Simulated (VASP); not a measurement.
Input of a VASP 6.6.1 run:

The input INCAR:

```
PREC     = Accurate       # precision mode
ENCUT    = 630            # plane-wave cutoff, eV
EDIFF    = 1E-7           # SCF threshold, eV
ISMEAR   = 1              # smearing method
SIGMA    = 0.05           # smearing width, eV
LREAL    = F              # projectors in reciprocal space
LASPH    = T              # aspherical terms in the spheres
NELM     = 200            # most SCF steps
ALGO     = Normal         # electronic algorithm
ISIF     = 3              # what is computed and relaxed
LWAVE    = F              # write WAVECAR
LCHARG   = F              # write CHGCAR
LNONCOLLINEAR= T              # non-collinear magnetism
MAGMOM   = 0 0 0          # initial moments
LORBIT   = 11             # projections on sites
LSORBIT  = T              # spin-orbit coupling
GGA_COMPAT= F            
LORBMOM  = T            
LMAXMIX  = 4              # l up to which the mixer works
LDAU     = T              # DFT+U
LDAUTYPE = 2            
LDAUL    = 2              # shell
LDAUU    = 6              # U, eV
LDAUJ    = 0            
LDAUPRINT= 1            
GGA      = PS             # functional
IVDW     = 12             # dispersion correction
IBRION   = 2              # ionic algorithm
NSW      = 60             # ionic steps
EDIFFG   = -0.01          # ionic threshold
NELMIN   = 4
```

File KPOINTS:

```
Automatic mesh
0
Gamma
  11 11 11
```

The input POSCAR:

```
Ag
1.0
    0.0000000000      2.0427500000      2.0427500000
    2.0427500000      0.0000000000      2.0427500000
    2.0427500000      2.0427500000      0.0000000000
Ag
1
Direct
    0.0000000000      0.0000000000      0.0000000000
```

Potentials or basis: VASP PAW PBE potentials, release 64 (Ag_sv_GW).

Run with:

```sh
$ cat potpaw_PBE.64/Ag_sv_GW/POTCAR > POTCAR
$ mpirun -np 1 vasp_ncl > vasp.out
```

Problem. What does it give for the net moment?

Solution. 0.00 μB per cell.

Problem. What does it give for the relaxed volume?

Solution. 16.03 Å³/atom.

Problem. Predict the relaxed cell.

Solution. a = 2.830 Å, b = 2.830 Å, c = 2.830 Å, α = 60.00°, β = 60.00°, γ = 60.00°.

Problem. What does it give for the dispersion energy per atom?

Solution. -0.581 eV.

Final structure:
```
CELL_PARAMETERS angstrom
0.00000 2.00129 2.00129
2.00129 0.00000 2.00129
2.00129 2.00129 0.00000
ATOMIC_POSITIONS crystal
Ag 0.00000 0.00000 0.00000
```

Caveat: the PAW data sets were made with another functional, which shifts forces and pressure a little; the U is typed as a test and isn't derived for this compound. The state reached can hang on the start; a lower one may exist.
